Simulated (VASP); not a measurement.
# Nb (P6_3/mmc) in VASP: a series of runs, part 2 of 2

VASP 6.6.1. Earlier steps stand in the parts before.

**4. Single point, PBE**

This run uses another cell than the first one, of 9.71 Å³/atom, 1.156 times its volume.

File INCAR:

```
ALGO = Normal
EDIFF = 1E-6
ENCUT = 520
GGA = PE
ISIF = 2
ISMEAR = -1
LASPH = True
LCHARG = False
LREAL = False
LWAVE = False
NBANDS = 20
NELM = 80
PREC = Accurate
SIGMA = 0.05
```

File KPOINTS:

```
k-points
0
Gamma
  16 16 9
```

File POSCAR:

```
Nb
1.0
    2.3561736222      0.0000000000      0.0000000000
   -1.1780868111      2.0405062125      0.0000000000
    0.0000000000      0.0000000000      4.0378178108
Nb
2
Direct
    0.3333333333      0.6666666667      0.2500000000
    0.6666666667      0.3333333333      0.7500000000
```

Potentials or basis: VASP PAW PBE potentials, release 64 (Nb_sv).

Launch:

```console
$ cat potpaw_PBE.64/Nb_sv/POTCAR > POTCAR
$ mpirun -np 1 vasp_std > vasp.out
```

OUTCAR:

```text
EDIFF = 1E-6
   ENCUT = 520
   GGA = PE
   ISIF = 2
   ISMEAR = -1
   LASPH = True
   LREAL = False
   NELM = 80
   PREC = Accurate

 ion  position               nearest neighbor table
   1  0.333  0.667  0.250-   2 2.43   2 2.43   2 2.43   2 2.43   2 2.43   2 2.43
   2  0.667  0.333  0.750-   1 2.43   1 2.43   1 2.43   1 2.43   1 2.43   1 2.43

  LATTYP: Found a hexagonal cell.
 ALAT       =     2.3561736222
 C/A-ratio  =     1.7137182815

  Lattice vectors:

 A1 = (   2.3561736222,   0.0000000000,   0.0000000000)
 A2 = (  -1.1780868111,   2.0405062125,   0.0000000000)
 A3 = (   0.0000000000,   0.0000000000,   4.0378178108)

Analysis of symmetry for initial positions (statically):
=====================================================================
 Subroutine PRICEL returns:
 Original cell was already a primitive cell.

 Routine SETGRP: Setting up the symmetry group for a
 hexagonal supercell.

 Subroutine GETGRP returns: Found 24 space group operations
 (whereof 12 operations were pure point group operations)
 out of a pool of 24 trial point group operations.

The static configuration has the point symmetry D_3d.
 The point group associated with its full space group is D_6h.

Analysis of symmetry for dynamics (positions and initial velocities):
=====================================================================
 Subroutine PRICEL returns:
 Original cell was already a primitive cell.

 Routine SETGRP: Setting up the symmetry group for a
 hexagonal supercell.

 Subroutine GETGRP returns: Found 24 space group operations
 (whereof 12 operations were pure point group operations)
 out of a pool of 24 trial point group operations.

The dynamic configuration has the point symmetry D_3d.
 The point group associated with its full space group is D_6h.

 Subroutine INISYM returns: Found 24 space group operations
 (whereof 12 operations are pure point group operations),
 and found     1 'primitive' translations

----------------------------------------------------------------------------------------

                                     Primitive cell

  volume of cell :      19.4130

  direct lattice vectors                    reciprocal lattice vectors
     2.356173622  0.000000000  0.000000000     0.424416940  0.245037235  0.000000000
    -1.178086811  2.040506212  0.000000000     0.000000000  0.490074470  0.000000000
     0.000000000  0.000000000  4.037817811     0.000000000  0.000000000  0.247658524

  length of vectors
     2.356173622  2.356173622  4.037817811     0.490074470  0.490074470  0.247658524

  position of ions in fractional coordinates (direct lattice)
     0.333333333  0.666666667  0.250000000
     0.666666667  0.333333333  0.750000000

  ion indices of the primitive-cell ions
   primitive index   ion index
                 1           1
                 2           2

----------------------------------------------------------------------------------------

 KPOINTS: k-points

Automatic generation of k-mesh.
 Grid dimensions read from file:
 generate k-points for:   16   16    9

 Generating k-lattice:

  Cartesian coordinates                     Fractional coordinates (reciprocal lattice)
     0.026526059  0.015314827  0.000000000     0.062500000  0.000000000  0.000000000
     0.000000000  0.030629654  0.000000000     0.000000000  0.062500000  0.000000000
     0.000000000  0.000000000  0.027517614     0.000000000  0.000000000  0.111111111

  Length of vectors
     0.030629654  0.030629654  0.027517614

  Shift w.r.t. Gamma in fractional coordinates (k-lattice)
     0.000000000  0.000000000  0.000000000

 Subroutine IBZKPT returns following result:
 ===========================================

 Found    150 irreducible k-points:

 Following reciprocal coordinates:
            Coordinates               Weight
  0.000000  0.000000  0.000000      1.000000
  0.062500 -0.000000  0.000000      6.000000
  0.125000 -0.000000  0.000000      6.000000
  0.187500 -0.000000  0.000000      6.000000
  0.250000 -0.000000  0.000000      6.000000
  0.312500 -0.000000  0.000000      6.000000
[... 16 lines left out ...]
  0.187500  0.187500  0.000000      6.000000
  0.250000  0.187500  0.000000     12.000000
 [... further k-points ...]
   k-points           NKPTS =    150   k-points in BZ     NKDIM =    150   number of bands    NBANDS=     20
   number of dos      NEDOS =    301   number of ions     NIONS =      2
   total plane-waves  NPLWV =   9720
   dimension x,y,z NGX =    18 NGY =   18 NGZ =   30
   dimension x,y,z NGXF=    36 NGYF=   36 NGZF=   60
   ions per type =               2
   NGX,Y,Z   is equivalent  to a cutoff of  12.70, 12.70, 12.35 a.u.
   NGXF,Y,Z  is equivalent  to a cutoff of  25.40, 25.40, 24.70 a.u.
 SYSTEM =  unknown system
   PREC   = accura    normal or accurate (medium, high low for compatibility)
   ISTART =      0    job   : 0-new  1-cont  2-samecut
   ICHARG =      2    charge: 1-file 2-atom 10-const
   ISPIN  =      1    spin polarized calculation?
   LNONCOLLINEAR =      F non collinear calculations
   LSORBIT =      F    spin-orbit coupling
   LASPH  =      T    aspherical Exc in radial PAW
   ENCUT  =  520.0 eV  38.22 Ry    6.18 a.u.   4.38  4.38  7.51*2*pi/ulx,y,z
   NELM   =     80;   NELMIN=  2; NELMDL= -5     # of ELM steps
   EDIFF  = 0.1E-05   stopping-criterion for ELM
   LREAL  =      F    real-space projection
   EDIFFG = 0.1E-04   stopping-criterion for IOM
   NSW    =      0    number of steps for IOM
   IBRION =     -1    ionic relax: 0-MD 1-quasi-New 2-CG
   NFREE  =      0    steps in history (QN), initial steepest desc. (CG)
   ISIF   =      2    stress and relaxation
   ISYM   =      2    0-nonsym 1-usesym 2-fastsym
   POTIM  = 0.5000    time-step for ionic-motion
   TEBEG  =    0.0;   TEEND  =   0.0 temperature during run
   PSTRESS=    0.0 pullay stress
   NELECT =      26.0000    total number of electrons
   NUPDOWN=      -1.0000    fix difference up-down
   EMIN   =  10.00;   EMAX   =-10.00  energy-range for DOS
   EFERMI =   0.00;   METHOD = LEGACY
   ISMEAR =    -1;   SIGMA  =   0.05  broadening in eV -4-tet -1-fermi 0-gaus
   EFERMI_NEDOS =   21; number of points for ismear=-14 and -15
   IALGO  =     38    algorithm
   IMIX   =      4    mixing-type and parameters
     AMIX     =   0.40;   BMIX     =  1.00
     AMIX_MAG =   1.60;   BMIX_MAG =  1.00
  volume/ion in A,a.u.               =       9.71        65.50
  Fermi-wavevector in a.u.,A,eV,Ry     =   1.804549  3.410103 44.305964  3.256396
  Thomas-Fermi vector in A             =   2.864430
   LORBIT       =      0    0 simple, 1 ext, 2 COOP (PROOUT), +10 PAW based schemes
   GGA     = PE    functional components
   LHFCALC =     F    Hartree Fock is set to
   AEXX    =    0.0000 exact exchange contribution
   IVDW    =     0    specifies the selected vdW correction
   LEPSILON=     F    determine dielectric tensor
   LRPA    =     F    only Hartree local field effects (RPA)
 non-spin polarized calculation
  energy-cutoff  :      520.00
  volume of cell :       19.41
 maximum number of plane-waves:       549
 NGX is ok and might be reduce to    18

 number of electron      25.9999997 magnetization

 Free energy of the ion-electron system (eV)
  ---------------------------------------------------
  ext. energy  EPLUGINS =         0.00000000
  ---------------------------------------------------
  free energy    TOTEN  =        -8.43764786 eV

  energy without entropy =       -8.42795936  energy(sigma->0) =       -8.43280361

 E-fermi :  23.0976     XC(G=0): -16.0659

 val. band max:       23.0916994303   @ k =   0.1250   0.0625   0.4444
 cond. band min:      23.1129038785   @ k =   0.0625   0.0625   0.4444
 fundamental gap:      0.0212044482
 Fermi energy:        23.0976417479

 k-point     1 :       0.0000    0.0000    0.0000
  band No.  band energies     occupation
      1     -33.4031      2.00000
      2     -31.6290      2.00000
      3     -11.9298      2.00000
      4      -5.3637      2.00000
      5      -5.3637      2.00000
      6      -5.2041      2.00000
[... 12 lines left out ...]
     19      30.6675      0.00000
     20      30.6675      0.00000

 k-point     2 :       0.0625   -0.0000    0.0000
  band No.  band energies     occupation
      1     -33.3397      2.00000
      2     -31.5867      2.00000
      3     -11.8515      2.00000
      4      -5.6620      2.00000
      5      -5.4495      2.00000
      6      -5.2226      2.00000
[... 498 lines left out ...]
 k-point    24 :       0.2500    0.1875    0.0000
  band No.  band energies     occupation
      1     -31.6041      2.00000
      2     -30.6774      2.00000
      3     -10.1852      2.00000
      4      -9.7860      2.00000
      5      -9.4774      2.00000
      6      -7.6218      2.00000
[... 12 lines left out ...]
     19      35.0790      0.00000
     20      40.1782      0.00000

 [... further k-points ...]
[... 5 lines left out ...]
  --------------------------------------------------------------------------------------
  -------------------------------------------------------------------------------------
  Total       41.1271618     41.1271618     41.0928096      0.0000000     -0.0000000      0.0000000
  in kB     3394.2778601   3394.2778599   3391.4427288      0.0000000     -0.0000000      0.0000000
  external PRESSURE =    3393.3328163 kB  Pullay stress =       0.0000000 kB

 VOLUME and BASIS-vectors are now :
 -----------------------------------------------------------------------------
  energy-cutoff  :      520.00
  volume of cell :       19.41
      direct lattice vectors                 reciprocal lattice vectors
     2.356173622  0.000000000  0.000000000     0.424416940  0.245037235  0.000000000
    -1.178086811  2.040506212  0.000000000     0.000000000  0.490074470  0.000000000
     0.000000000  0.000000000  4.037817811     0.000000000  0.000000000  0.247658524

 POSITION                                       TOTAL-FORCE (eV/Angst)
 -----------------------------------------------------------------------------------
     -0.00000      1.36034      1.00945         0.000000      0.000000      0.000000
      1.17809      0.68017      3.02836        -0.000000     -0.000000      0.000000
 -----------------------------------------------------------------------------------
    total drift:                               -0.000000      0.000000     -0.000000

  FREE ENERGIE OF THE ION-ELECTRON SYSTEM (eV)
  ---------------------------------------------------
  free  energy   TOTEN  =        -8.4376478610 eV

  energy  without entropy=       -8.4279593628  energy(sigma->0) =       -8.43280361
```

OSZICAR:

```text
N       E                     dE             d eps       ncg     rms          rms(c)
DAV:   1     0.357363926902E+03    0.35736E+03   -0.15130E+04  6000   0.150E+03
DAV:   2     0.153891608160E+02   -0.34197E+03   -0.33326E+03  6168   0.600E+02
DAV:   3    -0.731995689623E+01   -0.22709E+02   -0.21457E+02 11260   0.122E+02
DAV:   4    -0.832782359078E+01   -0.10079E+01   -0.99608E+00  8188   0.215E+01
DAV:   5    -0.837126985989E+01   -0.43446E-01   -0.43410E-01  9404   0.404E+00    0.294E+01
DAV:   6    -0.828748410763E+01    0.83786E-01   -0.55116E-01 11320   0.755E+00    0.144E+01
DAV:   7    -0.840762868211E+01   -0.12014E+00   -0.45440E-01 11624   0.635E+00    0.190E+00
DAV:   8    -0.843728464462E+01   -0.29656E-01   -0.77416E-02  7044   0.290E+00    0.420E-01
DAV:   9    -0.843755829428E+01   -0.27365E-03   -0.77303E-03  9748   0.714E-01    0.230E-01
DAV:  10    -0.843766267372E+01   -0.10438E-03   -0.10316E-03  7968   0.405E-01    0.105E-01
DAV:  11    -0.843764661896E+01    0.16055E-04   -0.16064E-04  7052   0.137E-01    0.799E-03
DAV:  12    -0.843764795677E+01   -0.13378E-05   -0.11574E-05  9580   0.407E-02    0.131E-02
DAV:  13    -0.843764786102E+01    0.95754E-07   -0.41941E-07  4376   0.594E-03
   1 F= -.84376479E+01 E0= -.84328036E+01  d E =-.968850E-02
```

It took 66 s on 1 thread of Intel Xeon Platinum 8259CL at 2.50GHz (Skylake/Cascade Lake), shared host; peak memory 0.16 GiB.

What came out:

| Property | Result |
| --- | --- |
| Free energy | -8.4376 eV |
| Pressure | 339.3 GPa |
| Band gap on the k mesh | zero (band 13 reaches 25.27 eV, above the bottom of band 14 at 22.06 eV) |

Stress tensor (GPa, compression positive):
```
339.43   0.00   0.00
  0.00 339.43   0.00
  0.00   0.00 339.14
```

**5. Single point, PBE**

File INCAR:

```
SYSTEM = Nb
PREC = Accurate ; ENCUT = 520
EDIFF = 1E-6 ; ISMEAR = -1
SIGMA = 0.05 ; LREAL = .FALSE.
LASPH = .TRUE. ; NELM = 100
ALGO = Normal ; ISIF = 2
LWAVE = .FALSE. ; LCHARG = .FALSE.
GGA = PE ; NBANDS = 20
```

File KPOINTS:

```
Automatic mesh
0
G
  16 16 9
  0 0 0
```

POSCAR is that of step 4.

Launch:

```console
$ cat potpaw_PBE.64/Nb_sv/POTCAR > POTCAR
$ mpirun -np 1 vasp_std > vasp.out
```

It took 63 s on 1 thread of Intel Xeon Platinum 8259CL at 2.50GHz (Skylake/Cascade Lake), shared host; peak memory 0.16 GiB.

Results (log left out):

| Property | Result |
| --- | --- |
| Free energy | -8.4376 eV |
| Pressure | 339.3 GPa |
| Band gap on the k mesh | zero (band 13 reaches 25.27 eV, above the bottom of band 14 at 22.06 eV) |

Stress tensor (GPa, compression positive):
```
339.43   0.00   0.00
  0.00 339.43   0.00
  0.00   0.00 339.14
```

Levels at points of the mesh, in eV from the Fermi level:
| k point | band 10 | band 11 | band 12 | band 13 | band 14 | band 15 | band 16 | band 17 |
| --- | --- | --- | --- | --- | --- | --- | --- | --- |
| (0.00, 0.00, 0.00) | -5.42 | -2.33 | -1.10 | -1.10 | 0.31 | 0.31 | 2.93 | 2.93 |
| (0.50, 0.00, 0.00) | -7.44 | -5.62 | -1.22 | -0.26 | 1.37 | 2.99 | 9.61 | 10.33 |

**6. Single point, PBE**

This run uses another cell than the first one, of 11.20 Å³/atom, 1.333 times its volume.

File INCAR:

```
SYSTEM = Nb
ALGO = Normal
EDIFF = 1E-7
ENCUT = 520
GGA = PE
ISIF = 2
ISMEAR = -1
LASPH = .TRUE.
LCHARG = .FALSE.
LREAL = .FALSE.
LWAVE = .FALSE.
NBANDS = 20
NELM = 100
PREC = Accurate
SIGMA = 0.05
```

File KPOINTS:

```
k-points
0
G
  16 16 9
  0 0 0
```

File POSCAR:

```
Nb
1.0
    2.4536479143      0.0000000000      0.0000000000
   -1.2268239572      2.1249214257      0.0000000000
    0.0000000000      0.0000000000      4.2962022451
Nb
2
Direct
    0.3333333333      0.6666666667      0.2500000000
    0.6666666667      0.3333333333      0.7500000000
```

Potentials or basis: VASP PAW PBE potentials, release 64 (Nb_sv).

Launch:

```console
$ cat potpaw_PBE.64/Nb_sv/POTCAR > POTCAR
$ mpirun -np 1 vasp_std > vasp.out
```

Wall time 60 s (1 thread of Intel Xeon Platinum 8259CL at 2.50GHz (Skylake/Cascade Lake), shared host); peak memory 0.17 GiB.

The run converged. Its results:

```
Free energy            : -13.4054 eV
Pressure               : 205.5 GPa
Band gap on the k mesh : zero (band 13 reaches 22.18 eV, above the bottom of band 14 at 18.90 eV)
```

Stress tensor (GPa, compression positive):
```
205.45   0.00   0.00
  0.00 205.45   0.00
  0.00   0.00 205.73
```

Levels at points of the mesh, in eV from the Fermi level:
| k point | band 11 | band 12 | band 13 | band 14 | band 15 | band 16 |
| --- | --- | --- | --- | --- | --- | --- |
| (0.00, 0.00, 0.00) | -2.08 | -0.60 | -0.60 | 0.48 | 0.48 | 3.08 |
| (0.50, 0.00, 0.00) | -5.16 | -0.68 | -0.48 | 0.90 | 1.97 | 8.08 |

**7. The runs side by side**

```tsv
cell	gap on the mesh (eV)	pressure (GPa)
a = 2.278, b = 2.278, c = 3.739 Å, angles 90.0, 90.0, 120.0°, 2 atoms	none	538.1
a = 2.356, b = 2.356, c = 4.038 Å, angles 90.0, 90.0, 120.0°, 2 atoms	none	339.3
a = 2.454, b = 2.454, c = 4.296 Å, angles 90.0, 90.0, 120.0°, 2 atoms	none	205.5
```

Alike in all rows: task single point; level PBE; potentials or basis VASP PAW PBE potentials, release 64 (Nb_sv); no spin polarisation; k mesh 16 × 16 × 9; cutoff (eV) 520; smearing fermi-dirac 0.05 eV.

Total energies depend on the potentials used, so only differences within one code and one set of settings carry meaning.
